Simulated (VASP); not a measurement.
# ScGa5S in VASP: notebook, part 3 of 3

VASP 6.6.1. The steps go on from the part before.

**5. Single point, PBE**

This run uses another cell than the first one, of 18.82 Å³/atom, 0.705 times its volume.

INCAR reads:

```
PREC = Accurate
ENCUT = 520
EDIFF = 1E-6
ISMEAR = 0
SIGMA = 0.2
LREAL = F
LASPH = T
NELM = 100
ALGO = Normal
ISIF = 2
LWAVE = F
LCHARG = F
GGA = PE
NBANDS = 50
```

KPOINTS reads:

```
regular mesh
0
Gamma
  2 4 4
```

POSCAR reads:

```
ScGa5S
1.0
    8.6582482911      0.0000000000      0.0000000000
    0.0000000000      2.7555592746      2.7604683023
    0.0000000000     -2.7555592746      2.7604683023
Sc Ga S
1 5 1
Direct
    0.5000000000      1.0086769202      1.0086769202
    0.7861287572      0.5102612055      0.0101637919
    0.2138712428      0.0101637919      0.5102612055
    0.7861287572      0.0101637919      0.5102612055
    0.2138712428      0.5102612055      0.0101637919
    0.0000000000      0.5097036927      0.5097036927
    0.5000000000      0.5082953824      0.5082953824
```

Potentials or basis: VASP PAW PBE potentials, release 64 (Sc_sv, Ga_d, S).

On the command line:

```bash
$ cat potpaw_PBE.64/Sc_sv/POTCAR potpaw_PBE.64/Ga_d/POTCAR potpaw_PBE.64/S/POTCAR > POTCAR
$ mpirun -np 1 vasp_std > vasp.out
```

OUTCAR:

```text
PREC = Accurate
   ENCUT = 520
   EDIFF = 1E-6
   ISMEAR = 0
   LREAL = F
   LASPH = T
   NELM = 100
   ISIF = 2
   GGA = PE

 ion  position               nearest neighbor table
   1  0.500  0.009  0.009-   7 2.76   7 2.76   7 2.76   7 2.76   2 3.15   3 3.15   4 3.15   5 3.15
                             2 3.16   5 3.16   3 3.16   4 3.16
   2  0.786  0.510  0.010-   6 2.69   6 2.69   4 2.76   4 2.76   4 2.76   4 2.76   1 3.15   1 3.16

   3  0.214  0.010  0.510-   6 2.69   6 2.69   5 2.76   5 2.76   5 2.76   5 2.76   1 3.15   1 3.16

   4  0.786  0.010  0.510-   6 2.69   6 2.69   2 2.76   2 2.76   2 2.76   2 2.76   1 3.15   1 3.16

   5  0.214  0.510  0.010-   6 2.69   6 2.69   3 2.76   3 2.76   3 2.76   3 2.76   1 3.15   1 3.16

   6  0.000  0.510  0.510-   2 2.69   3 2.69   4 2.69   5 2.69   3 2.69   4 2.69   2 2.69   5 2.69

   7  0.500  0.508  0.508-   1 2.76   1 2.76   1 2.76   1 2.76

  LATTYP: Found a base centered orthorhombic cell.
 ALAT       =     5.5111185492
 B/A-ratio  =     1.0017814996
 C/A-ratio  =     1.5710509970

  Lattice vectors:

 A1 = (   0.0000000000,   2.7555592746,  -2.7604683023)
 A2 = (   0.0000000000,   2.7555592746,   2.7604683023)
 A3 = (   8.6582482911,   0.0000000000,   0.0000000000)

Analysis of symmetry for initial positions (statically):
=====================================================================
 Subroutine PRICEL returns:
 Original cell was already a primitive cell.

 Routine SETGRP: Setting up the symmetry group for a
 base centered orthorhombic supercell.

 Subroutine GETGRP returns: Found  4 space group operations
 (whereof  4 operations were pure point group operations)
 out of a pool of  8 trial point group operations.

The static configuration has the point symmetry C_2v.

Analysis of symmetry for dynamics (positions and initial velocities):
=====================================================================
 Subroutine PRICEL returns:
 Original cell was already a primitive cell.

 Routine SETGRP: Setting up the symmetry group for a
 base centered orthorhombic supercell.

 Subroutine GETGRP returns: Found  4 space group operations
 (whereof  4 operations were pure point group operations)
 out of a pool of  8 trial point group operations.

The dynamic configuration has the point symmetry C_2v.

 Subroutine INISYM returns: Found  4 space group operations
 (whereof  4 operations are pure point group operations),
 and found     1 'primitive' translations

----------------------------------------------------------------------------------------

                                     Primitive cell

  volume of cell :     131.7203

  direct lattice vectors                    reciprocal lattice vectors
     8.658248291  0.000000000  0.000000000     0.115496803  0.000000000  0.000000000
     0.000000000  2.755559275  2.760468302     0.000000000  0.181451368  0.181128687
     0.000000000 -2.755559275  2.760468302     0.000000000 -0.181451368  0.181128687

  length of vectors
     8.658248291  3.900422049  3.900422049     0.115496803  0.256382917  0.256382917

  position of ions in fractional coordinates (direct lattice)
[... 51 lines left out ...]
  0.500000  0.500000  0.000000      2.000000
  0.000000  0.250000  0.250000      2.000000
  0.500000  0.250000  0.250000      2.000000
  0.000000  0.500000  0.250000      4.000000
  0.500000  0.500000  0.250000      4.000000
  0.000000 -0.250000  0.250000      2.000000
  0.500000 -0.250000  0.250000      2.000000
  0.000000  0.500000  0.500000      1.000000
  0.500000  0.500000  0.500000      1.000000
   k-points           NKPTS =     14   k-points in BZ     NKDIM =     14   number of bands    NBANDS=     50
   number of dos      NEDOS =    301   number of ions     NIONS =      7
   total plane-waves  NPLWV =  57600
   dimension x,y,z NGX =    64 NGY =   30 NGZ =   30
   dimension x,y,z NGXF=   128 NGYF=   60 NGZF=   60
   ions per type =               1   5   1
   NGX,Y,Z   is equivalent  to a cutoff of  12.29, 12.79, 12.79 a.u.
   NGXF,Y,Z  is equivalent  to a cutoff of  24.58, 25.57, 25.57 a.u.
 SYSTEM =  unknown system
   PREC   = accura    normal or accurate (medium, high low for compatibility)
   ISTART =      0    job   : 0-new  1-cont  2-samecut
   ICHARG =      2    charge: 1-file 2-atom 10-const
   ISPIN  =      1    spin polarized calculation?
   LNONCOLLINEAR =      F non collinear calculations
   LSORBIT =      F    spin-orbit coupling
   LASPH  =      T    aspherical Exc in radial PAW
   ENCUT  =  520.0 eV  38.22 Ry    6.18 a.u.  16.10  7.25  7.25*2*pi/ulx,y,z
   NELM   =    100;   NELMIN=  2; NELMDL= -5     # of ELM steps
   EDIFF  = 0.1E-05   stopping-criterion for ELM
   LREAL  =      F    real-space projection
   EDIFFG = 0.1E-04   stopping-criterion for IOM
   NSW    =      0    number of steps for IOM
   IBRION =     -1    ionic relax: 0-MD 1-quasi-New 2-CG
   NFREE  =      0    steps in history (QN), initial steepest desc. (CG)
   ISIF   =      2    stress and relaxation
   ISYM   =      2    0-nonsym 1-usesym 2-fastsym
   POTIM  = 0.5000    time-step for ionic-motion
   TEBEG  =    0.0;   TEEND  =   0.0 temperature during run
   PSTRESS=    0.0 pullay stress
   NELECT =      82.0000    total number of electrons
   NUPDOWN=      -1.0000    fix difference up-down
   EMIN   =  10.00;   EMAX   =-10.00  energy-range for DOS
   EFERMI =   0.00;   METHOD = LEGACY
   ISMEAR =     0;   SIGMA  =   0.20  broadening in eV -4-tet -1-fermi 0-gaus
   EFERMI_NEDOS =   21; number of points for ismear=-14 and -15
   IALGO  =     38    algorithm
   IMIX   =      4    mixing-type and parameters
     AMIX     =   0.40;   BMIX     =  1.00
     AMIX_MAG =   1.60;   BMIX_MAG =  1.00
  volume/ion in A,a.u.               =      18.82       126.98
  Fermi-wavevector in a.u.,A,eV,Ry     =   1.397854  2.641562 26.585741  1.953997
  Thomas-Fermi vector in A             =   2.521070
   LORBIT       =      0    0 simple, 1 ext, 2 COOP (PROOUT), +10 PAW based schemes
   GGA     = PE    functional components
   LHFCALC =     F    Hartree Fock is set to
   AEXX    =    0.0000 exact exchange contribution
   IVDW    =     0    specifies the selected vdW correction
   LEPSILON=     F    determine dielectric tensor
   LRPA    =     F    only Hartree local field effects (RPA)
 non-spin polarized calculation
 Gauss-broadening in eV      SIGMA  =   0.20
  energy-cutoff  :      520.00
  volume of cell :      131.72
 maximum number of plane-waves:      3568
   NGX = 33   NGY = 15   NGZ = 15

 number of electron      82.0000026 magnetization

 Free energy of the ion-electron system (eV)
  ---------------------------------------------------
  ext. energy  EPLUGINS =         0.00000000
  ---------------------------------------------------
  free energy    TOTEN  =       -27.13635122 eV

  energy without entropy =      -27.06867887  energy(sigma->0) =      -27.10251505

 E-fermi :   5.7714     XC(G=0): -10.8252

 val. band max:        5.7519325617   @ k =   0.0000   0.2500   0.0000
 cond. band min:       5.7714576600   @ k =   0.0000   0.0000   0.0000
 fundamental gap:      0.0195250983
 Fermi energy:         5.7713738428

 k-point     1 :       0.0000    0.0000    0.0000
  band No.  band energies     occupation
      1     -44.5567      2.00000
      2     -23.1870      2.00000
      3     -23.1856      2.00000
      4     -23.1424      2.00000
      5      -9.4973      2.00000
      6      -9.4778      2.00000
[... 731 lines left out ...]
     49       8.5991      0.00000
     50       8.9746      0.00000

------------------------ aborting loop because EDIFF is reached ----------------------------------------

  FORCE on cell =-STRESS in cart. coord.  units (eV):
  Direction    XX          YY          ZZ          XY          YZ          ZX
  --------------------------------------------------------------------------------------
  -------------------------------------------------------------------------------------
  Total        0.4349716      0.1324873      0.0156446      0.0000000      0.0000000      0.0000000
  in kB        5.2907700      1.6115077      0.1902927      0.0000000      0.0000000      0.0000000
  external PRESSURE =       2.3641901 kB  Pullay stress =       0.0000000 kB

 VOLUME and BASIS-vectors are now :
 -----------------------------------------------------------------------------
  energy-cutoff  :      520.00
  volume of cell :      131.72
      direct lattice vectors                 reciprocal lattice vectors
     8.658248291  0.000000000  0.000000000     0.115496803  0.000000000  0.000000000
     0.000000000  2.755559275  2.760468302     0.000000000  0.181451368  0.181128687
     0.000000000 -2.755559275  2.760468302     0.000000000 -0.181451368  0.181128687

 POSITION                                       TOTAL-FORCE (eV/Angst)
 -----------------------------------------------------------------------------------
      4.32912      0.00000      0.04790         0.000000      0.000000      0.000276
      6.80650      1.37805      1.43662        -0.001349      0.000063     -0.002956
      1.85175     -1.37805      1.43662         0.001349     -0.000063     -0.002956
      6.80650     -1.37805      1.43662        -0.001349     -0.000063     -0.002956
      1.85175      1.37805      1.43662         0.001349      0.000063     -0.002956
      0.00000      0.00000      2.81404         0.000000      0.000000      0.003366
      4.32912      0.00000      2.80627         0.000000      0.000000      0.008181
 -----------------------------------------------------------------------------------
    total drift:                               -0.000000      0.000031     -0.001906

  FREE ENERGIE OF THE ION-ELECTRON SYSTEM (eV)
  ---------------------------------------------------
  free  energy   TOTEN  =       -27.1363512220 eV

  energy  without entropy=      -27.0686788741  energy(sigma->0) =      -27.10251505
```

stdout:

```text
POSCAR found type information on POSCAR ScGaS
 POSCAR found :  3 types and       7 ions
 scaLAPACK will be used
 LDA part: xc-table for (Slater+PW92), standard interpolation
 POSCAR, INCAR and KPOINTS ok, starting setup
 FFT: planning ... GRIDC
 FFT: planning ... GRID_SOFT
 FFT: planning ... GRID
 WAVECAR not read
 entering main loop
```

It took 73 s on 1 thread of Intel Xeon Platinum 8559C (Emerald Rapids), shared host; peak memory 0.26 GiB.

What came out:

```yaml
Free_energy: -27.1364 eV
Pressure: 0.2 GPa
Largest_force: 0.008 eV/Å
Band_gap_on_the_k_mesh: zero (band 41 reaches 6.66 eV, above the bottom of band 42 at 3.98 eV)
```

Forces in eV/Å, atoms in the order of the input:
```
Sc   0.000  0.000  0.000
Ga  -0.001  0.000 -0.003
Ga   0.001  0.000 -0.003
Ga  -0.001  0.000 -0.003
Ga   0.001  0.000 -0.003
Ga   0.000  0.000  0.003
S    0.000  0.000  0.008
```

Levels at points of the mesh, in eV from the Fermi level:
```csv
k point,band 37,band 38,band 39,band 40,band 41,band 42,band 43,band 44,band 45,band 46
"(0.00, 0.00, 0.00)",-1.84,-0.76,-0.75,-0.57,-0.56,0.00,0.13,0.84,0.94,1.61
"(0.50, 0.00, 0.00)",-1.60,-1.40,-1.39,-1.28,-0.81,0.67,0.69,0.94,1.23,1.31
"(0.00, 0.50, 0.00)",-3.09,-2.62,-1.35,0.78,0.89,0.92,1.19,1.65,2.45,2.66
"(0.50, 0.50, 0.00)",-3.90,-1.99,-0.36,0.54,0.73,0.73,0.82,1.66,1.82,2.86
"(0.00, 0.50, 0.50)",-4.39,-4.38,-3.78,-2.92,-1.68,0.22,0.23,0.71,0.73,0.86
"(0.50, 0.50, 0.50)",-3.43,-3.38,-3.37,-3.07,-3.06,-1.80,-1.78,1.80,2.09,2.11
```

Caveat: the k points lie up to 0.40 Å⁻¹ apart.

**6. Single point, PBE**

This run uses another cell than the first one, of 19.15 Å³/atom, 0.717 times its volume.

INCAR reads:

```
PREC = Accurate ; ENCUT = 520
EDIFF = 1E-7 ; ISMEAR = 0
SIGMA = 0.2 ; LREAL = False
LASPH = True ; NELM = 100
ALGO = Normal ; ISIF = 2
LWAVE = False ; LCHARG = False
GGA = PE ; NBANDS = 50
```

KPOINTS reads:

```
regular mesh
0
Gamma
  4 4 3
```

POSCAR reads:

```
ScGa5S
1.0
    3.9509137226      0.0000000000      0.0000000000
    0.0000000000      3.9509137226      0.0000000000
    0.0000000000      0.0000000000      8.5864660104
Sc Ga S
1 5 1
Direct
    0.0000000000      0.0000000000      0.0000000000
    0.0000000000      0.5000000000      0.7360551902
    0.5000000000      0.0000000000      0.7360551902
    0.0000000000      0.5000000000      0.2639448098
    0.5000000000      0.0000000000      0.2639448098
    0.5000000000      0.5000000000      0.0000000000
    0.0000000000      0.0000000000      0.5000000000
```

Potentials or basis: VASP PAW PBE potentials, release 64 (Sc_sv, Ga_d, S).

On the command line:

```bash
$ cat potpaw_PBE.64/Sc_sv/POTCAR potpaw_PBE.64/Ga_d/POTCAR potpaw_PBE.64/S/POTCAR > POTCAR
$ mpirun -np 1 vasp_std > vasp.out
```

It took 55 s on 1 thread of Intel Xeon 6975P-C (Granite Rapids), shared host; peak memory 0.26 GiB.

The run converged. Its results:

```
Free energy            : -25.9571 eV
Pressure               : 0.2 GPa
Largest force          : 0.016 eV/Å
Band gap on the k mesh : zero (band 41 reaches 6.36 eV, above the bottom of band 42 at 4.84 eV)
```

Forces on the atoms (eV/Å):
```
Sc   0.000  0.000  0.000
Ga   0.000  0.000 -0.016
Ga   0.000  0.000 -0.016
Ga   0.000  0.000  0.016
Ga   0.000  0.000  0.016
Ga   0.000  0.000  0.000
S    0.000  0.000  0.000
```

Stress tensor (GPa, compression positive):
```
0.04 0.00 0.00
0.00 0.04 0.00
0.00 0.00 0.62
```

Levels at points of the mesh, in eV from the Fermi level:
```
           k point  band 39  band 40  band 41  band 42  band 43  band 44
(0.00, 0.00, 0.00)    -0.67    -0.25     0.17     0.17     0.24     0.68
(0.50, 0.00, 0.00)    -1.20    -0.71    -0.50     0.70     0.98     2.48
(0.50, 0.50, 0.00)    -3.43    -2.99    -1.56     0.54     0.54     0.57
```

Caveat: the k points lie up to 0.40 Å⁻¹ apart.

**7. The runs side by side**

| cell | k mesh | gap on the mesh (eV) | pressure (GPa) | largest force (eV/Å) |
| --- | --- | --- | --- | --- |
| a = 4.529, b = 4.529, c = 9.111 Å, 7 atoms | 4 × 4 × 3 | none | 0.0 | 0.02 |
| a = 4.050, b = 4.050, c = 8.022 Å, 7 atoms | 4 × 4 × 3 | none | 0.7 | 0.02 |
| a = 4.049, b = 4.049, c = 8.069 Å, 7 atoms | 4 × 4 × 3 | none | 0.4 | 0.05 |
| a = 8.658, b = 3.900, c = 3.900 Å, angles 89.9, 90.0, 90.0°, 7 atoms | 2 × 4 × 4 | none | 0.2 | 0.01 |
| a = 3.951, b = 3.951, c = 8.586 Å, 7 atoms | 4 × 4 × 3 | none | 0.2 | 0.02 |

Alike in all rows: task single point; level PBE; potentials or basis VASP PAW PBE potentials, release 64 (Sc_sv, Ga_d, S); no spin polarisation; cutoff (eV) 520; smearing gaussian 0.2 eV.

Caveats: some runs use coarse meshes.

Absolute energies hang on the potentials; compare differences alone.
